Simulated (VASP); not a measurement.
# TlPtN (P4/mmm) in VASP: notebook

Runs on TlPtN. Level: PBE. Tasks: single point.

All numbers are computed with VASP 6.6.1; they aren't measurements. Logs are shortened: lines on timing, memory, paths and dates and some standing lists are left out, and cuts for length are marked.

## 1. The cell of the first run

It takes space group P4/mmm (No. 123, tetragonal). Conventional cell: a = 4.340 Å, b = 4.340 Å, c = 7.784 Å, α = 90.00°, β = 90.00°, γ = 90.00°. Within 4.4 Å of Tl (site symmetry 4mm) lie 8 Pt at 3.08 to 4.21 Å and 5 Tl at 3.17 to 4.34 Å and 8 N at 3.53 to 4.21 Å. Within 2.7 Å of Pt (site symmetry 4mm) lie 1 N at 2.02 Å and 1 Pt at 2.60 Å. Within 1.5 Å of N (site symmetry 4mm) lie 1 N at 1.14 Å.

## 2. Single point, PBE (24.44 Å³/atom)

INCAR reads:

```
SYSTEM = TlPtN
PREC = Accurate ; ENCUT = 700
EDIFF = 1E-6 ; ISMEAR = 0
SIGMA = 0.1 ; LREAL = .FALSE.
LASPH = .TRUE. ; NELM = 120
ALGO = Normal ; ISIF = 2
LWAVE = .FALSE. ; LCHARG = .FALSE.
GGA = PE ; NBANDS = 45
GGA_COMPAT = .FALSE.
```

KPOINTS reads:

```
regular mesh
0
G
  8 8 4
  0 0 0
```

POSCAR reads:

```
TlPtN
1.0
    4.3400830722      0.0000000000      0.0000000000
    0.0000000000      4.3400830722      0.0000000000
    0.0000000000      0.0000000000      7.7841758809
Tl Pt N
2 2 2
Direct
    0.0000000000      0.0000000000      0.7966267516
    0.0000000000      0.0000000000      0.2033732484
    0.5000000000      0.5000000000      0.1671592170
    0.5000000000      0.5000000000      0.8328407830
    0.5000000000      0.5000000000      0.4265997995
    0.5000000000      0.5000000000      0.5734002005
```

Potentials or basis: VASP PAW PBE potentials, release 64 (Tl_d, Pt_sv_GW, N).

Started as:

```console
$ cat potpaw_PBE.64/Tl_d/POTCAR potpaw_PBE.64/Pt_sv_GW/POTCAR potpaw_PBE.64/N/POTCAR > POTCAR
$ mpirun -np 1 vasp_std > vasp.out
```

OUTCAR:

```text
SYSTEM = TlPtN
   PREC = Accurate
   ENCUT = 700
   EDIFF = 1E-6
   ISMEAR = 0
   LREAL = .FALSE.
   LASPH = .TRUE.
   NELM = 120
   ISIF = 2
   GGA = PE

 ion  position               nearest neighbor table
   1  0.000  0.000  0.797-   4 3.08   4 3.08   4 3.08   4 3.08   2 3.17
   2  0.000  0.000  0.203-   3 3.08   3 3.08   3 3.08   3 3.08   1 3.17
   3  0.500  0.500  0.167-   5 2.02   4 2.60   2 3.08   2 3.08   2 3.08   2 3.08
   4  0.500  0.500  0.833-   6 2.02   3 2.60   1 3.08   1 3.08   1 3.08   1 3.08
   5  0.500  0.500  0.427-   6 1.14   3 2.02
   6  0.500  0.500  0.573-   5 1.14   4 2.02

  LATTYP: Found a simple tetragonal cell.
 ALAT       =     4.3400830722
 C/A-ratio  =     1.7935545821

  Lattice vectors:

 A1 = (   4.3400830722,   0.0000000000,   0.0000000000)
 A2 = (   0.0000000000,   4.3400830722,   0.0000000000)
 A3 = (   0.0000000000,   0.0000000000,   7.7841758809)

Analysis of symmetry for initial positions (statically):
=====================================================================
 Subroutine PRICEL returns:
 Original cell was already a primitive cell.

 Routine SETGRP: Setting up the symmetry group for a
 simple tetragonal supercell.

 Subroutine GETGRP returns: Found 16 space group operations
 (whereof 16 operations were pure point group operations)
 out of a pool of 16 trial point group operations.

The static configuration has the point symmetry D_4h.

Analysis of symmetry for dynamics (positions and initial velocities):
=====================================================================
 Subroutine PRICEL returns:
 Original cell was already a primitive cell.

 Routine SETGRP: Setting up the symmetry group for a
 simple tetragonal supercell.

 Subroutine GETGRP returns: Found 16 space group operations
 (whereof 16 operations were pure point group operations)
 out of a pool of 16 trial point group operations.

The dynamic configuration has the point symmetry D_4h.

 Subroutine INISYM returns: Found 16 space group operations
 (whereof 16 operations are pure point group operations),
 and found     1 'primitive' translations

----------------------------------------------------------------------------------------

                                     Primitive cell

  volume of cell :     146.6252

  direct lattice vectors                    reciprocal lattice vectors
     4.340083072  0.000000000  0.000000000     0.230410336  0.000000000  0.000000000
     0.000000000  4.340083072  0.000000000     0.000000000  0.230410336  0.000000000
     0.000000000  0.000000000  7.784175881     0.000000000  0.000000000  0.128465751

  length of vectors
     4.340083072  4.340083072  7.784175881     0.230410336  0.230410336  0.128465751

  position of ions in fractional coordinates (direct lattice)
     0.000000000  0.000000000  0.796626752
     0.000000000  0.000000000  0.203373248
     0.500000000  0.500000000  0.167159217
     0.500000000  0.500000000  0.832840783
     0.500000000  0.500000000  0.426599800
     0.500000000  0.500000000  0.573400200

  ion indices of the primitive-cell ions
   primitive index   ion index
                 1           1
                 2           2
                 3           3
                 4           4
                 5           5
                 6           6

----------------------------------------------------------------------------------------

 KPOINTS: regular mesh

Automatic generation of k-mesh.
 Grid dimensions read from file:
 generate k-points for:    8    8    4

 Generating k-lattice:

  Cartesian coordinates                     Fractional coordinates (reciprocal lattice)
     0.028801292  0.000000000  0.000000000     0.125000000  0.000000000  0.000000000
     0.000000000  0.028801292  0.000000000     0.000000000  0.125000000  0.000000000
     0.000000000  0.000000000  0.032116438     0.000000000  0.000000000  0.250000000

  Length of vectors
     0.028801292  0.028801292  0.032116438

  Shift w.r.t. Gamma in fractional coordinates (k-lattice)
     0.000000000  0.000000000  0.000000000

 Subroutine IBZKPT returns following result:
 ===========================================

 Found     45 irreducible k-points:

 Following reciprocal coordinates:
            Coordinates               Weight
  0.000000  0.000000  0.000000      1.000000
  0.125000  0.000000  0.000000      4.000000
  0.250000  0.000000  0.000000      4.000000
  0.375000  0.000000  0.000000      4.000000
  0.500000  0.000000  0.000000      2.000000
  0.125000  0.125000  0.000000      4.000000
[... 16 lines left out ...]
  0.375000  0.125000  0.250000     16.000000
  0.500000  0.125000  0.250000      8.000000
 [... further k-points ...]
   k-points           NKPTS =     45   k-points in BZ     NKDIM =     45   number of bands    NBANDS=     45
   number of dos      NEDOS =    301   number of ions     NIONS =      6
   total plane-waves  NPLWV = 112000
   dimension x,y,z NGX =    40 NGY =   40 NGZ =   70
   dimension x,y,z NGXF=    80 NGYF=   80 NGZF=  140
   ions per type =               2   2   2
   NGX,Y,Z   is equivalent  to a cutoff of  15.32, 15.32, 14.95 a.u.
   NGXF,Y,Z  is equivalent  to a cutoff of  30.64, 30.64, 29.90 a.u.
 SYSTEM =  TlPtN
   PREC   = accura    normal or accurate (medium, high low for compatibility)
   ISTART =      0    job   : 0-new  1-cont  2-samecut
   ICHARG =      2    charge: 1-file 2-atom 10-const
   ISPIN  =      1    spin polarized calculation?
   LNONCOLLINEAR =      F non collinear calculations
   LSORBIT =      F    spin-orbit coupling
   LASPH  =      T    aspherical Exc in radial PAW
   ENCUT  =  700.0 eV  51.45 Ry    7.17 a.u.   9.36  9.36 16.79*2*pi/ulx,y,z
   NELM   =    120;   NELMIN=  2; NELMDL= -5     # of ELM steps
   EDIFF  = 0.1E-05   stopping-criterion for ELM
   LREAL  =      F    real-space projection
[... 7 lines left out ...]
   TEBEG  =    0.0;   TEEND  =   0.0 temperature during run
   PSTRESS=    0.0 pullay stress
   NELECT =      72.0000    total number of electrons
   NUPDOWN=      -1.0000    fix difference up-down
   EMIN   =  10.00;   EMAX   =-10.00  energy-range for DOS
   EFERMI =   0.00;   METHOD = LEGACY
   ISMEAR =     0;   SIGMA  =   0.10  broadening in eV -4-tet -1-fermi 0-gaus
   EFERMI_NEDOS =   21; number of points for ismear=-14 and -15
   IALGO  =     38    algorithm
   IMIX   =      4    mixing-type and parameters
     AMIX     =   0.40;   BMIX     =  1.00
     AMIX_MAG =   1.60;   BMIX_MAG =  1.00
  volume/ion in A,a.u.               =      24.44       164.91
  Fermi-wavevector in a.u.,A,eV,Ry     =   1.291564  2.440703 22.696406  1.668139
  Thomas-Fermi vector in A             =   2.423327
   LORBIT       =      0    0 simple, 1 ext, 2 COOP (PROOUT), +10 PAW based schemes
   GGA     = PE    functional components
   LHFCALC =     F    Hartree Fock is set to
   AEXX    =    0.0000 exact exchange contribution
   IVDW    =     0    specifies the selected vdW correction
   LEPSILON=     F    determine dielectric tensor
   LRPA    =     F    only Hartree local field effects (RPA)
 non-spin polarized calculation
 Gauss-broadening in eV      SIGMA  =   0.10
  energy-cutoff  :      700.00
  volume of cell :      146.63
 maximum number of plane-waves:      6202
 NGX is ok and might be reduce to    40
   NGX = 19   NGY = 19   NGZ = 33

 number of electron      72.0000009 magnetization

 Free energy of the ion-electron system (eV)
  ---------------------------------------------------
  ext. energy  EPLUGINS =         0.00000000
  ---------------------------------------------------
  free energy    TOTEN  =       -32.13590897 eV

  energy without entropy =      -32.12864417  energy(sigma->0) =      -32.13227657

 E-fermi :   4.0561     XC(G=0):  -9.3779

 val. band max:        4.0324205598   @ k =   0.1250   0.1250   0.5000
 cond. band min:       4.0564764730   @ k =   0.1250   0.1250   0.2500
 fundamental gap:      0.0240559132
 Fermi energy:         4.0561308537

 k-point     1 :       0.0000    0.0000    0.0000
  band No.  band energies     occupation
      1     -93.8064      2.00000
      2     -93.7929      2.00000
      3     -48.3736      2.00000
      4     -48.1392      2.00000
      5     -47.7869      2.00000
      6     -47.7869      2.00000
[... 37 lines left out ...]
     44       8.8946      0.00000
     45      10.2448      0.00000

 k-point     2 :       0.1250    0.0000    0.0000
  band No.  band energies     occupation
      1     -93.8064      2.00000
      2     -93.7929      2.00000
      3     -48.3736      2.00000
      4     -48.1392      2.00000
      5     -47.7870      2.00000
      6     -47.7869      2.00000
[... 37 lines left out ...]
     44       9.2037      0.00000
     45      10.8003      0.00000

 k-point     3 :       0.2500    0.0000    0.0000
  band No.  band energies     occupation
      1     -93.8064      2.00000
      2     -93.7929      2.00000
      3     -48.3736      2.00000
      4     -48.1391      2.00000
      5     -47.7872      2.00000
      6     -47.7869      2.00000
[... 37 lines left out ...]
     44       9.6046      0.00000
     45      10.4969      0.00000

 k-point     4 :       0.3750    0.0000    0.0000
  band No.  band energies     occupation
      1     -93.8064      2.00000
      2     -93.7929      2.00000
      3     -48.3736      2.00000
      4     -48.1391      2.00000
      5     -47.7874      2.00000
      6     -47.7869      2.00000
[... 901 lines left out ...]
     44       9.6612      0.00000
     45      10.8458      0.00000

 k-point    23 :       0.3750    0.1250    0.2500
  band No.  band energies     occupation
      1     -93.8064      2.00000
      2     -93.7929      2.00000
      3     -48.3736      2.00000
      4     -48.1392      2.00000
      5     -47.7874      2.00000
      6     -47.7869      2.00000
[... 37 lines left out ...]
     44       9.2376      0.00000
     45      10.3052      0.00000

 k-point    24 :       0.5000    0.1250    0.2500
  band No.  band energies     occupation
      1     -93.8064      2.00000
      2     -93.7929      2.00000
      3     -48.3736      2.00000
      4     -48.1392      2.00000
      5     -47.7875      2.00000
      6     -47.7869      2.00000
[... 37 lines left out ...]
     44       9.5763      0.00000
     45       9.8835      0.00000

 [... further k-points ...]

------------------------ aborting loop because EDIFF is reached ----------------------------------------

  FORCE on cell =-STRESS in cart. coord.  units (eV):
  Direction    XX          YY          ZZ          XY          YZ          ZX
  --------------------------------------------------------------------------------------
  -------------------------------------------------------------------------------------
  Total       -3.2582000     -3.2582000     -2.4034484      0.0000000      0.0000000     -0.0000000
  in kB      -35.6024263    -35.6024263    -26.2625363      0.0000000      0.0000000     -0.0000000
  external PRESSURE =     -32.4891297 kB  Pullay stress =       0.0000000 kB

 VOLUME and BASIS-vectors are now :
 -----------------------------------------------------------------------------
  energy-cutoff  :      700.00
  volume of cell :      146.63
      direct lattice vectors                 reciprocal lattice vectors
     4.340083072  0.000000000  0.000000000     0.230410336  0.000000000  0.000000000
     0.000000000  4.340083072  0.000000000     0.000000000  0.230410336  0.000000000
     0.000000000  0.000000000  7.784175881     0.000000000  0.000000000  0.128465751

 POSITION                                       TOTAL-FORCE (eV/Angst)
 -----------------------------------------------------------------------------------
      0.00000      0.00000      6.20108        -0.000000      0.000000     -0.003070
      0.00000      0.00000      1.58309         0.000000      0.000000      0.003070
      2.17004      2.17004      1.30120        -0.000000     -0.000000      0.016201
      2.17004      2.17004      6.48298         0.000000     -0.000000     -0.016201
      2.17004      2.17004      3.32073         0.000000      0.000000     -0.862760
      2.17004      2.17004      4.46345         0.000000      0.000000      0.862760
 -----------------------------------------------------------------------------------
    total drift:                                0.000000     -0.000000      0.000000

  FREE ENERGIE OF THE ION-ELECTRON SYSTEM (eV)
  ---------------------------------------------------
  free  energy   TOTEN  =       -32.1359089675 eV

  energy  without entropy=      -32.1286441740  energy(sigma->0) =      -32.13227657
```

Wall time 7.8 min (1 thread of Intel Xeon Platinum 8259CL at 2.50GHz (Skylake/Cascade Lake), shared host); peak memory 0.61 GiB.

What came out:

```
Free energy            : -32.1359 eV
Pressure               : -3.2 GPa
Largest force          : 0.863 eV/Å
Band gap on the k mesh : zero (bands 36 and 37 overlap by 1.18 eV)
```

Forces in eV/Å, atoms in the order of the input:
```
Tl   0.000  0.000 -0.003
Tl   0.000  0.000  0.003
Pt   0.000  0.000  0.016
Pt   0.000  0.000 -0.016
N    0.000  0.000 -0.863
N    0.000  0.000  0.863
```

Caveat: the standard files for N, O and F lose accuracy on very short bonds; the cell stands under tension; spin-orbit coupling is left out, which moves the levels of the heavy elements.

## 3. Single point, PBE

This run uses another cell than the first one, of 22.21 Å³/atom.

INCAR reads:

```
ALGO = Normal
EDIFF = 1E-6
ENCUT = 700
GGA = PE
GGA_COMPAT = F
ISIF = 2
ISMEAR = 0
LASPH = T
LCHARG = F
LREAL = F
LWAVE = F
NBANDS = 45
NELM = 120
PREC = Accurate
SIGMA = 0.1
```

KPOINTS reads:

```
k-points
0
Gamma
  8 8 4
```

POSCAR reads:

```
TlPtN
1.0
    4.1549875384      0.0000000000      0.0000000000
    0.0000000000      4.1549875384      0.0000000000
    0.0000000000      0.0000000000      7.7200215117
Tl Pt N
2 2 2
Direct
    0.0000000000      0.0000000000      0.7961347524
    0.0000000000      0.0000000000      0.2038652476
    0.5000000000      0.5000000000      0.1670110960
    0.5000000000      0.5000000000      0.8329889040
    0.5000000000      0.5000000000      0.4261962098
    0.5000000000      0.5000000000      0.5738037902
```

Potentials or basis: VASP PAW PBE potentials, release 64 (Tl_d, Pt_sv_GW, N).

Started as:

```console
$ cat potpaw_PBE.64/Tl_d/POTCAR potpaw_PBE.64/Pt_sv_GW/POTCAR potpaw_PBE.64/N/POTCAR > POTCAR
$ mpirun -np 1 vasp_std > vasp.out
```

It took 4.1 min on 1 thread of Intel Xeon 6975P-C (Granite Rapids), shared host; peak memory 0.54 GiB.

It converged, with:

```yaml
Free_energy: -32.2957 eV
Pressure: 0.3 GPa
Largest_force: 0.905 eV/Å
Band_gap_on_the_k_mesh: zero (bands 36 and 37 overlap by 1.27 eV)
```

Forces in eV/Å, atoms in the order of the input:
```
Tl   0.000  0.000 -0.004
Tl   0.000  0.000  0.004
Pt   0.000  0.000  0.017
Pt   0.000  0.000 -0.017
N    0.000  0.000 -0.905
N    0.000  0.000  0.905
```

Stress tensor (GPa, compression positive):
```
-0.10  0.00  0.00
 0.00 -0.10  0.00
 0.00  0.00  1.00
```

Levels at points of the mesh, in eV from the Fermi level:
```csv
k point,band 32,band 33,band 34,band 35,band 36,band 37,band 38,band 39,band 40,band 41
"(0.00, 0.00, 0.00)",-2.32,-2.12,-1.83,-0.25,0.46,1.82,1.82,2.16,2.16,2.39
"(0.50, 0.00, 0.00)",-2.54,-2.37,-2.23,-1.93,-1.81,0.95,1.95,1.99,2.71,4.58
"(0.50, 0.50, 0.00)",-1.78,-1.09,-0.99,-0.99,-0.81,-0.64,-0.16,0.70,0.70,0.76
"(0.00, 0.00, 0.50)",-1.83,-1.49,-1.49,0.43,0.56,0.57,0.57,2.42,2.49,3.35
"(0.50, 0.00, 0.50)",-2.75,-2.04,-1.80,-1.45,-1.44,1.21,1.27,2.54,3.58,3.69
"(0.50, 0.50, 0.50)",-1.74,-1.71,-1.71,-0.95,-0.88,-0.50,-0.45,0.87,0.87,2.00
```

Caveat: the standard files for N, O and F lose accuracy on very short bonds; spin-orbit coupling is left out, which moves the levels of the heavy elements.

The gap in the log of VASP goes by the Fermi energy; the results here count the filled bands.